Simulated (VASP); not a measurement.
# BN (Fm-3m) in VASP: a series of runs, part 2 of 2

VASP 6.6.1.

## (3) G0W0 quasiparticle levels, PBE

POSCAR

```
BN
1.0
    0.0000000000      1.7458259350      1.7458259350
    1.7458259350      0.0000000000      1.7458259350
    1.7458259350      1.7458259350      0.0000000000
B N
1 1
Direct
    0.0000000000      0.0000000000      0.0000000000
    0.5000000000      0.5000000000      0.5000000000
```

INCAR.step1

```
SYSTEM = BN
PREC = Accurate
ENCUT = 500
EDIFF = 1E-8
ISMEAR = 0
SIGMA = 0.01
LREAL = .FALSE.
LASPH = .TRUE.
NELM = 60
ALGO = Normal
LWAVE = .TRUE.
LCHARG = .FALSE.
GGA = PE
```

INCAR.step2

```
SYSTEM = BN
PREC = Accurate
ENCUT = 500
EDIFF = 1E-8
ISMEAR = 0
SIGMA = 0.01
LREAL = .FALSE.
LASPH = .TRUE.
NELM = 1
ALGO = Exact
LWAVE = .TRUE.
LCHARG = .FALSE.
GGA = PE
NBANDS = 94
LOPTICS = .TRUE.
ISTART = 1
```

INCAR.step3

```
SYSTEM = BN
PREC = Accurate
ENCUT = 500
EDIFF = 1E-8
ISMEAR = 0
SIGMA = 0.01
LREAL = .FALSE.
LASPH = .TRUE.
ALGO = EVGW0
LWAVE = .FALSE.
LCHARG = .FALSE.
GGA = PE
NELMGW = 1
NBANDS = 94
ENCUTGW = 110.0
NOMEGA = 48
PRECFOCK = Fast
ISTART = 1
NBANDSGW = 12
```

KPOINTS

```
Automatic mesh
0
G
  4 4 4
  0 0 0
```

Potentials or basis: VASP PAW PBE potentials, release 64 (B_GW, N_GW).

Started as:

```console
cat potpaw_PBE.64/B_GW/POTCAR potpaw_PBE.64/N_GW/POTCAR > POTCAR
cp INCAR.step1 INCAR
mpirun -np 1 vasp_std > vasp.out
cp INCAR.step2 INCAR
mpirun -np 1 vasp_std > vasp.out
cp INCAR.step3 INCAR
mpirun -np 1 vasp_std > vasp.out
```

OUTCAR:

```text
SYSTEM = BN
   PREC = Accurate
   ENCUT = 500
   EDIFF = 1E-8
   ISMEAR = 0
   LREAL = .FALSE.
   LASPH = .TRUE.
   GGA = PE
   NELMGW = 1
   ENCUTGW = 110.0
   PRECFOCK = Fast
   ISTART = 1

 ion  position               nearest neighbor table
   1  0.000  0.000  0.000-   2 1.75   2 1.75   2 1.75   2 1.75   2 1.75   2 1.75
   2  0.500  0.500  0.500-   1 1.75   1 1.75   1 1.75   1 1.75   1 1.75   1 1.75

  LATTYP: Found a face centered cubic cell.
 ALAT       =     3.4916518700

  Lattice vectors:

 A1 = (   0.0000000000,   1.7458259350,   1.7458259350)
 A2 = (   1.7458259350,   0.0000000000,   1.7458259350)
 A3 = (   1.7458259350,   1.7458259350,   0.0000000000)

Analysis of symmetry for initial positions (statically):
=====================================================================
 Subroutine PRICEL returns:
 Original cell was already a primitive cell.

 Routine SETGRP: Setting up the symmetry group for a
 face centered cubic supercell.

 Subroutine GETGRP returns: Found 48 space group operations
 (whereof 48 operations were pure point group operations)
 out of a pool of 48 trial point group operations.

The static configuration has the point symmetry O_h .

Analysis of symmetry for dynamics (positions and initial velocities):
=====================================================================
 Subroutine PRICEL returns:
 Original cell was already a primitive cell.

 Routine SETGRP: Setting up the symmetry group for a
 face centered cubic supercell.

 Subroutine GETGRP returns: Found 48 space group operations
[... 103 lines left out ...]
   IALGO  =     38    algorithm
   IMIX   =      4    mixing-type and parameters
     AMIX     =   0.40;   BMIX     =  1.00
     AMIX_MAG =   1.60;   BMIX_MAG =  1.00
  volume/ion in A,a.u.               =       5.32        35.91
  Fermi-wavevector in a.u.,A,eV,Ry     =   1.488540  2.812933 30.147133  2.215752
  Thomas-Fermi vector in A             =   2.601562
   LORBIT       =      0    0 simple, 1 ext, 2 COOP (PROOUT), +10 PAW based schemes
   GGA     = PE    functional components
   LHFCALC =     T    Hartree Fock is set to
   PRECFOCK=fast      Normal, Fast or Accurate (Low or Medium for compatibility)
   ENCUT4O =  -1.0   cutoff for four orbital integrals eV
   NKREDX  =     1    reduce k-point grid by
   NKREDY  =     1    reduce k-point grid by
   NKREDZ  =     1    reduce k-point grid by
   AEXX    =    1.0000 exact exchange contribution
   HFSCREEN=    0.0000 screening length (either q_TF or 0.3 A-1)
   HFSCREENC=   0.0000 screening length for correlation (either q_TF or 0.3 A-1)
   ENCUTFOCK=  -1.0 apply spherical cutoff to Coloumb kernel
   IVDW    =     0    specifies the selected vdW correction
   LEPSILON=     F    determine dielectric tensor
   LRPA    =     F    only Hartree local field effects (RPA)
   LRPAFORCE           =     F    calculate RPA forces
   ENCUTGW             = 110.0    cutoff for response function in eV
   ENCUTGWSOFT         =  88.0    soft cutoff for Coulomb kernel in GW response function in eV
   ENCUTLF             =  -1.0    cutoff for local field effects
   NELMGW              =     1    number of iterations in solving QP/BSE equation
   NELMHF              =     1    number of iterations in the inner HF iteration
   NKREDLFX            =     1    NKREDLFY  =   1   NKREDLFZ  =   1
 non-spin polarized calculation
 Gauss-broadening in eV      SIGMA  =   0.01
  energy-cutoff  :      500.00
  volume of cell :       10.64
 maximum number of plane-waves:       290
 NGX is ok and might be reduce to    18
  NGX = 10; NGY = 10; NGZ = 10
   NGX =  9   NGY =  9   NGZ =  9
 maximum number of plane-waves:        34
 NGX is ok and might be reduce to    10

 QP shifts <psi_nk| G(iteration)W_0 |psi_nk>: iteration 1
 for sc-GW calculations column KS-energies equals QP-energies in previous step
 and V_xc(KS)=  KS-energies - (<T + V_ion + V_H > + <T+V_H+V_ion>^1  + <V_x>^1)

 k-point   1 :       0.0000    0.0000    0.0000
  band No.  KS-energies  QP-energies   sigma(KS)   V_xc(KS)     V^pw_x(r,r')   Z            occupation Imag(sigma)

      1     -12.0042     -13.3813     -17.1580     -15.3502     -26.4164       0.7618       2.0000       1.9404
      2       9.6514       9.4686     -17.8718     -17.6420     -21.1543       0.7954       2.0000       0.1596
      3       9.6514       9.4686     -17.8718     -17.6420     -21.1543       0.7954       2.0000       0.1596
      4       9.6514       9.4686     -17.8718     -17.6420     -21.1543       0.7954       2.0000       0.1596
      5      19.7387      20.4933     -15.9962     -16.9702      -9.3787       0.7748       0.0000      -0.2235
      6      22.5566      23.5258     -13.5289     -14.7996      -5.6215       0.7628       0.0000      -0.4068
      7      22.5566      23.5258     -13.5289     -14.7996      -5.6215       0.7628       0.0000      -0.4068
      8      22.5566      23.5258     -13.5289     -14.7996      -5.6215       0.7628       0.0000      -0.4068
      9      29.0732      29.5716     -12.2985     -12.8976      -5.8828       0.8319       0.0000      -0.3426
     10      29.0732      29.5716     -12.2985     -12.8976      -5.8828       0.8319       0.0000      -0.3426
     11      29.0732      29.5716     -12.2985     -12.8976      -5.8828       0.8319       0.0000      -0.3426
     12      34.6869      34.8615     -10.6649     -10.8823      -2.9573       0.8032       0.0000      -0.5301
[... 100 lines left out ...]
      1      -3.7816      -4.7367     -18.8461     -17.6052     -26.6068       0.7696       2.0000       1.0071
      2       0.9920       0.2769     -15.9481     -15.0197     -20.9072       0.7703       2.0000       0.3828
      3       0.9920       0.2769     -15.9481     -15.0197     -20.9072       0.7703       2.0000       0.3828
      4       3.5226       2.8297     -16.1563     -15.2706     -20.1867       0.7823       2.0000       0.2549
      5      17.6664      18.5100     -15.5897     -16.6558     -10.0108       0.7913       0.0000      -0.1639
      6      18.2773      19.0933     -13.2611     -14.2934      -6.7515       0.7904       0.0000      -0.1918
      7      24.9517      26.2044     -15.3963     -17.0250      -7.8965       0.7691       0.0000      -0.3722
      8      24.9517      26.2044     -15.3963     -17.0250      -7.8965       0.7691       0.0000      -0.3722
      9      30.2690      30.8215     -12.1004     -12.7861      -4.2790       0.8059       0.0000      -0.7338
     10      30.2690      30.8215     -12.1004     -12.7861      -4.2790       0.8059       0.0000      -0.7338
     11      50.0216      51.5358     -13.2759     -14.9904      -4.8522       0.8832       0.0000      -2.5242
     12      51.0489      52.1099     -11.9735     -13.2375      -3.2049       0.8394       0.0000      -2.0855
```

Run time: 14 s. Hardware: 1 thread of Intel Xeon Platinum 8488C (Sapphire Rapids), shared host; peak memory 0.14 GiB.

What came out:

```yaml
Quasiparticle_gap: 2.24 eV
Least_direct_quasiparticle_gap: 6.57 eV
Band_gap_of_the_starting_levels_on_the_mesh: 1.80 eV
Least_direct_gap_of_the_starting_levels_on_the_mesh: 5.75 eV
```

Caveat: the k points lie up to 0.78 Å⁻¹ apart; bands, screening cutoff and mesh are small and nothing is extrapolated, so the quasiparticle values aren't converged; the structure was generated, so it needn't be the stable form of BN.
